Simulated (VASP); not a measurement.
# GaSb (F-43m) in VASP: further runs, part 2 of 2

VASP 6.6.1. Earlier steps stand in the parts before.

## (6) Single point, r2SCAN

This run uses another cell than the first one, of 26.02 Å³/atom, 0.903 times its volume.

POSCAR reads:

```
GaSb
1.0
    2.9632717503      2.9632717503      0.0000000000
   -2.9632717503      2.9632717503      0.0000000000
    0.0000000000      2.9632717503      2.9632717503
Ga Sb
1 1
Direct
    0.0000000000      0.0000000000      0.0000000000
    0.7500000000      0.2500000000      0.5000000000
```

INCAR.step1 reads:

```
SYSTEM = GaSb
PREC     = Accurate       ! precision mode
ENCUT    = 520            ! plane-wave cutoff, eV
ISMEAR   = 0              ! smearing method
SIGMA    = 0.01           ! smearing width, eV
LREAL    = .False.        ! projectors in reciprocal space
LASPH    = .True.         ! aspherical terms in the spheres
NELM     = 80             ! most SCF steps
NBANDS   = 16             ! bands
GGA      = PE             ! functional
ALGO     = Normal         ! electronic algorithm
EDIFF    = 1E-4           ! SCF threshold, eV
LWAVE    = .True.         ! write WAVECAR
LCHARG   = .False.        ! write CHGCAR
```

INCAR.step2 reads:

```
SYSTEM = GaSb
PREC     = Accurate       ! precision mode
ENCUT    = 520            ! plane-wave cutoff, eV
EDIFF    = 1E-6           ! SCF threshold, eV
ISMEAR   = 0              ! smearing method
SIGMA    = 0.01           ! smearing width, eV
LREAL    = .False.        ! projectors in reciprocal space
LASPH    = .True.         ! aspherical terms in the spheres
NELM     = 80             ! most SCF steps
ALGO     = Normal         ! electronic algorithm
ISIF     = 2              ! what is computed and relaxed
LWAVE    = .False.        ! write WAVECAR
LCHARG   = .True.         ! write CHGCAR
METAGGA  = R2SCAN         ! meta-GGA
LMIXTAU  = .True.       
LELF     = .True.         ! ELF
LVHAR    = .True.       
NBANDS   = 16             ! bands
ISTART   = 1
```

KPOINTS reads:

```
Automatic mesh
0
Gamma
  6 6 6
  0 0 0
```

Potentials or basis: VASP PAW PBE potentials, release 64 (Ga_d, Sb).

Started as:

```console
> cat potpaw_PBE.64/Ga_d/POTCAR potpaw_PBE.64/Sb/POTCAR > POTCAR
> cp INCAR.step1 INCAR
> mpirun -np 1 vasp_std > vasp.out
> cp INCAR.step2 INCAR
> mpirun -np 1 vasp_std > vasp.out
```

OUTCAR:

```text
SYSTEM = GaSb
   PREC = Accurate
   ENCUT = 520
   EDIFF = 1E-6
   ISMEAR = 0
   LREAL = .False.
   LASPH = .True.
   NELM = 80
   ISIF = 2
   METAGGA = R2SCAN
   ISTART = 1

 ion  position               nearest neighbor table
   1  0.000  0.000  0.000-   2 2.57   2 2.57   2 2.57   2 2.57
   2  0.750  0.250  0.500-   1 2.57   1 2.57   1 2.57   1 2.57

  LATTYP: Found a face centered cubic cell.
 ALAT       =     5.9265435006

  Lattice vectors:

 A1 = (   0.0000000000,   2.9632717503,   2.9632717503)
 A2 = (   2.9632717503,   0.0000000000,   2.9632717503)
 A3 = (   2.9632717503,   2.9632717503,   0.0000000000)

Analysis of symmetry for initial positions (statically):
=====================================================================
 Subroutine PRICEL returns:
 Original cell was already a primitive cell.

 Routine SETGRP: Setting up the symmetry group for a
 face centered cubic supercell.

 Subroutine GETGRP returns: Found 24 space group operations
 (whereof 24 operations were pure point group operations)
 out of a pool of 48 trial point group operations.

The static configuration has the point symmetry T_d .

Analysis of symmetry for dynamics (positions and initial velocities):
=====================================================================
 Subroutine PRICEL returns:
 Original cell was already a primitive cell.

 Routine SETGRP: Setting up the symmetry group for a
 face centered cubic supercell.

 Subroutine GETGRP returns: Found 24 space group operations
 (whereof 24 operations were pure point group operations)
 out of a pool of 48 trial point group operations.

The dynamic configuration has the point symmetry T_d .

 Subroutine INISYM returns: Found 24 space group operations
 (whereof 24 operations are pure point group operations),
 and found     1 'primitive' translations

----------------------------------------------------------------------------------------

                                     Primitive cell

  volume of cell :      52.0409

  direct lattice vectors                    reciprocal lattice vectors
     2.963271750  2.963271750  0.000000000     0.168732415  0.168732415 -0.168732415
    -2.963271750  2.963271750  0.000000000    -0.168732415  0.168732415 -0.168732415
     0.000000000  2.963271750  2.963271750     0.000000000  0.000000000  0.337464831

  length of vectors
     4.190699098  4.190699098  4.190699098     0.292253116  0.292253116  0.337464831

  position of ions in fractional coordinates (direct lattice)
     0.000000000  0.000000000  0.000000000
     0.750000000  0.250000000  0.500000000

  ion indices of the primitive-cell ions
   primitive index   ion index
                 1           1
                 2           2

----------------------------------------------------------------------------------------

 KPOINTS: Automatic mesh

Automatic generation of k-mesh.
 Grid dimensions read from file:
 generate k-points for:    6    6    6

 Generating k-lattice:

  Cartesian coordinates                     Fractional coordinates (reciprocal lattice)
     0.028122069  0.028122069 -0.028122069     0.166666667  0.000000000  0.000000000
    -0.028122069  0.028122069 -0.028122069     0.000000000  0.166666667  0.000000000
     0.000000000  0.000000000  0.056244138     0.000000000  0.000000000  0.166666667

  Length of vectors
     0.048708853  0.048708853  0.056244138

  Shift w.r.t. Gamma in fractional coordinates (k-lattice)
     0.000000000  0.000000000  0.000000000

 Subroutine IBZKPT returns following result:
 ===========================================

 Found     16 irreducible k-points:

 Following reciprocal coordinates:
            Coordinates               Weight
  0.000000  0.000000  0.000000      1.000000
  0.166667  0.000000  0.000000      8.000000
  0.333333  0.000000  0.000000      8.000000
  0.500000  0.000000  0.000000      4.000000
  0.166667  0.166667  0.000000     12.000000
  0.333333  0.166667  0.000000     24.000000
[... 8 lines left out ...]
  0.500000  0.333333  0.166667     24.000000
  0.500000  0.500000  0.166667     12.000000
   k-points           NKPTS =     16   k-points in BZ     NKDIM =     16   number of bands    NBANDS=     16
   number of dos      NEDOS =    301   number of ions     NIONS =      2
   total plane-waves  NPLWV =  32768
   dimension x,y,z NGX =    32 NGY =   32 NGZ =   32
   dimension x,y,z NGXF=    64 NGYF=   64 NGZF=   64
   ions per type =               1   1
   NGX,Y,Z   is equivalent  to a cutoff of  12.69, 12.69, 12.69 a.u.
   NGXF,Y,Z  is equivalent  to a cutoff of  25.39, 25.39, 25.39 a.u.
 SYSTEM =  GaSb
   PREC   = accura    normal or accurate (medium, high low for compatibility)
   ISTART =      1    job   : 0-new  1-cont  2-samecut
   ICHARG =      0    charge: 1-file 2-atom 10-const
   ISPIN  =      1    spin polarized calculation?
   LNONCOLLINEAR =      F non collinear calculations
   LSORBIT =      F    spin-orbit coupling
   LASPH  =      T    aspherical Exc in radial PAW
   ENCUT  =  520.0 eV  38.22 Ry    6.18 a.u.   7.79  7.79  7.79*2*pi/ulx,y,z
   NELM   =     80;   NELMIN=  2; NELMDL=  0     # of ELM steps
   EDIFF  = 0.1E-05   stopping-criterion for ELM
   LREAL  =      F    real-space projection
   EDIFFG = 0.1E-04   stopping-criterion for IOM
   NSW    =      0    number of steps for IOM
   IBRION =     -1    ionic relax: 0-MD 1-quasi-New 2-CG
   NFREE  =      0    steps in history (QN), initial steepest desc. (CG)
   ISIF   =      2    stress and relaxation
   ISYM   =      2    0-nonsym 1-usesym 2-fastsym
   POTIM  = 0.5000    time-step for ionic-motion
   TEBEG  =    0.0;   TEEND  =   0.0 temperature during run
   PSTRESS=    0.0 pullay stress
   NELECT =      18.0000    total number of electrons
   NUPDOWN=      -1.0000    fix difference up-down
   EMIN   =  10.00;   EMAX   =-10.00  energy-range for DOS
   EFERMI =   0.00;   METHOD = LEGACY
   ISMEAR =     0;   SIGMA  =   0.01  broadening in eV -4-tet -1-fermi 0-gaus
   EFERMI_NEDOS =   21; number of points for ismear=-14 and -15
   IALGO  =     38    algorithm
   IMIX   =      4    mixing-type and parameters
     AMIX     =   0.40;   BMIX     =  1.00
     AMIX_MAG =   1.60;   BMIX_MAG =  1.00
  volume/ion in A,a.u.               =      26.02       175.59
  Fermi-wavevector in a.u.,A,eV,Ry     =   1.149170  2.171616 17.967733  1.320591
  Thomas-Fermi vector in A             =   2.285841
   LORBIT       =      0    0 simple, 1 ext, 2 COOP (PROOUT), +10 PAW based schemes
   METAGGA = R2SCAN    functional components
   LHFCALC =     F    Hartree Fock is set to
   AEXX    =    0.0000 exact exchange contribution
   IVDW    =     0    specifies the selected vdW correction
   LEPSILON=     F    determine dielectric tensor
   LRPA    =     F    only Hartree local field effects (RPA)
 non-spin polarized calculation
 Gauss-broadening in eV      SIGMA  =   0.01
  energy-cutoff  :      520.00
  volume of cell :       52.04
 maximum number of plane-waves:      1420
   NGX = 15   NGY = 15   NGZ = 15

 number of electron      18.0000013 magnetization

 Free energy of the ion-electron system (eV)
  ---------------------------------------------------
  ext. energy  EPLUGINS =         0.00000000
  ---------------------------------------------------
  free energy    TOTEN  =       -37.46509209 eV

  energy without entropy =      -37.46509209  energy(sigma->0) =      -37.46509209

 E-fermi :   5.8317     XC(G=0): -10.1689

 val. band max:        5.7346180569   @ k =   0.0000   0.0000   0.0000
 cond. band min:       6.6487500392   @ k =   0.5000   0.0000   0.0000
 fundamental gap:      0.9141319823
 Fermi energy:         5.8316744473

 k-point     1 :       0.0000    0.0000    0.0000
  band No.  band energies     occupation
      1      -9.9895      2.00000
      2      -9.9895      2.00000
      3      -9.9895      2.00000
      4      -9.9149      2.00000
      5      -9.9149      2.00000
      6      -6.9340      2.00000
[... 8 lines left out ...]
     15      14.9165      0.00000
     16      14.9165      0.00000
[... 267 lines left out ...]
 k-point    16 :       0.5000    0.5000    0.1667
  band No.  band energies     occupation
      1     -10.0511      2.00000
      2      -9.9601      2.00000
      3      -9.9543      2.00000
      4      -9.9276      2.00000
      5      -9.9129      2.00000
      6      -3.8510      2.00000
[... 8 lines left out ...]
     15      16.9860      0.00000
     16      18.2422      0.00000

------------------------ aborting loop because EDIFF is reached ----------------------------------------

  FORCE on cell =-STRESS in cart. coord.  units (eV):
  Direction    XX          YY          ZZ          XY          YZ          ZX
  --------------------------------------------------------------------------------------
  -------------------------------------------------------------------------------------
  Total        2.3046806      2.3046806      2.3046806      0.0000000      0.0000000      0.0000000
  in kB       70.9540003     70.9540003     70.9540003      0.0000000      0.0000000      0.0000000
  external PRESSURE =      70.9540003 kB  Pullay stress =       0.0000000 kB

 VOLUME and BASIS-vectors are now :
 -----------------------------------------------------------------------------
  energy-cutoff  :      520.00
  volume of cell :       52.04
      direct lattice vectors                 reciprocal lattice vectors
     2.963271750  2.963271750  0.000000000     0.168732415  0.168732415 -0.168732415
    -2.963271750  2.963271750  0.000000000    -0.168732415  0.168732415 -0.168732415
     0.000000000  2.963271750  2.963271750     0.000000000  0.000000000  0.337464831

 POSITION                                       TOTAL-FORCE (eV/Angst)
 -----------------------------------------------------------------------------------
      0.00000      0.00000      0.00000        -0.000000     -0.000000      0.000000
      1.48164      4.44491      1.48164         0.000000      0.000000     -0.000000
 -----------------------------------------------------------------------------------
    total drift:                               -0.000019     -0.000000      0.000000

  FREE ENERGIE OF THE ION-ELECTRON SYSTEM (eV)
  ---------------------------------------------------
  free  energy   TOTEN  =       -37.4650920932 eV

  energy  without entropy=      -37.4650920932  energy(sigma->0) =      -37.46509209
```

Wall time 29 s (1 thread of AMD EPYC 9R45 (Zen 5), shared host); peak memory 0.15 GiB.

What came out:

```
Free energy            : -37.4651 eV
Pressure               : 7.1 GPa
Band gap on the k mesh : 0.91 eV, indirect (least direct gap 1.20 eV)
```

Levels at points of the mesh, in eV from the valence-band top:
```csv
k point,band 6,band 7,band 8,band 9,band 10,band 11,band 12,band 13
"(0.00, 0.00, 0.00)",-12.67,0.00,0.00,0.00,1.20,2.93,2.93,2.93
"(0.50, 0.00, 0.00)",-10.68,-7.12,-1.39,-1.39,0.91,3.99,3.99,6.86
"(0.50, 0.50, 0.00)",-9.64,-7.54,-3.07,-3.07,0.99,1.28,9.92,9.92
```

Caveat: the PAW data sets were made with another functional, which shifts forces and pressure a little; spin-orbit coupling is left out, which moves the levels of the heavy elements. r2SCAN opens gaps a little over a GGA but as a rule still falls short of measured ones.

## (7) Summary

```tsv
task	cell	cutoff (eV)	gap on the mesh (eV)	pressure (GPa)
relaxation of cell and atoms	relaxed to 15 GPa from a = 4.336 Å, angles 60.0, 60.0, 90.0°, 2 atoms	600	0.85	15.0
single point	a = 4.080 Å, angles 60.0, 60.0, 90.0°, 2 atoms	520	0.85	15.2
single point	a = 4.144 Å, angles 60.0, 60.0, 90.0°, 2 atoms	520	0.94	10.1
single point	a = 4.191 Å, angles 60.0, 60.0, 90.0°, 2 atoms	520	0.91	7.1
```

Alike in all rows: level r2SCAN; potentials or basis VASP PAW PBE potentials, release 64 (Ga_d, Sb); no spin polarisation; k mesh 6 × 6 × 6; smearing gaussian 0.01 eV.

Caveats: the PAW data sets were made with another functional, which shifts forces and pressure a little; spin-orbit coupling is left out, which moves the levels of the heavy elements; the cell is relaxed towards a set pressure, so the enthalpy falls and the energy may rise (some runs); the volume moved by over 15 % at a fixed basis, so the end points are rough (some runs).

Absolute energies hang on the potentials; compare differences alone.
